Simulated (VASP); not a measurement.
Here is a VASP 6.6.1 calculation.

Contents of INCAR:

```
SYSTEM = LiH3
PREC = Accurate
ENCUT = 520
EDIFF = 1E-6
ISMEAR = 0
SIGMA = 0.1
LREAL = .FALSE.
LASPH = .TRUE.
NELM = 80
ALGO = Normal
ISIF = 2
LWAVE = .FALSE.
LCHARG = .FALSE.
GGA = PE
NBANDS = 16
```

Contents of KPOINTS:

```
regular mesh
0
G
  6 6 4
  0 0 0
```

Contents of POSCAR:

```
LiH3
1.0
    5.7866780257      0.0000000000      0.0000000000
   -2.8933390128      5.0114101737      0.0000000000
    0.0000000000      0.0000000000      2.5596579074
Li H
2 6
Direct
    0.3333333333      0.6666666667     -0.0128750656
    0.6666666667      0.3333333333      0.4871249344
    0.4874590690      0.5118445962      0.4851140175
    0.0243855272      0.5125409310      0.4851140175
    0.4881554038      0.9756144728      0.4851140175
    0.5125409310      0.0243855272      0.9851140175
    0.5118445962      0.4874590690      0.9851140175
    0.9756144728      0.4881554038      0.9851140175
```

Potentials or basis: VASP PAW PBE potentials, release 64 (Li_sv, H).

Launch:

```console
$ cat potpaw_PBE.64/Li_sv/POTCAR potpaw_PBE.64/H/POTCAR > POTCAR
$ mpirun -np 1 vasp_std > vasp.out
```

(1) Predict the band gap on the k mesh.

(2) Predict the largest force.

Results:

(1) zero (bands 6 and 7 overlap by 4.62 eV).

(2) 0.009 eV/Å.

Caveat: the k points lie up to 0.61 Å⁻¹ apart, too coarse for converged energies and pressures of a metal.
